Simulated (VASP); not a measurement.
Hf, 2 atoms in the cell. The structure is hexagonal, space group P6_3/mmc (No. 194). The conventional cell has a = 2.345 Å, b = 2.345 Å, c = 4.085 Å, α = 90.00°, β = 90.00°, γ = 120.00°. Hf (site symmetry -6m2) has 12 Hf at 2.34 to 2.45 Å within 3.1 Å.  This cell differs from its parent crystal: volume scaled by 0.45.

* Program: VASP 6.6.1
* Task: single point
* Functional: PBEsol
* Potentials or basis: VASP PAW PBE potentials, release 64 (Hf_pv)
* Cutoff: 520 eV
* k mesh: 14 × 14 × 8
* Occupations: fermi-dirac, width 0.08 eV
* Spin: no spin polarisation
* Dipole correction: no
* Further INCAR settings: ALGO = Normal; EDIFF = 1e-06; NBANDS = 17

Potentials or basis: VASP PAW PBE potentials, release 64 (Hf_pv).

Launch:

```console
$ cat potpaw_PBE.64/Hf_pv/POTCAR > POTCAR
$ mpirun -np 1 vasp_std > vasp.out
```

Hardware: 1 thread of AMD EPYC 9R45 96-Core Processor (Zen 5) (shared host).

Task: How long does it take, and how much memory?

Result: Run time: 18 s on 1 thread of AMD EPYC 9R45 96-Core Processor (Zen 5), on a shared host, peak memory 0.12 GiB. Counts: scf iterations 11, k points 120.
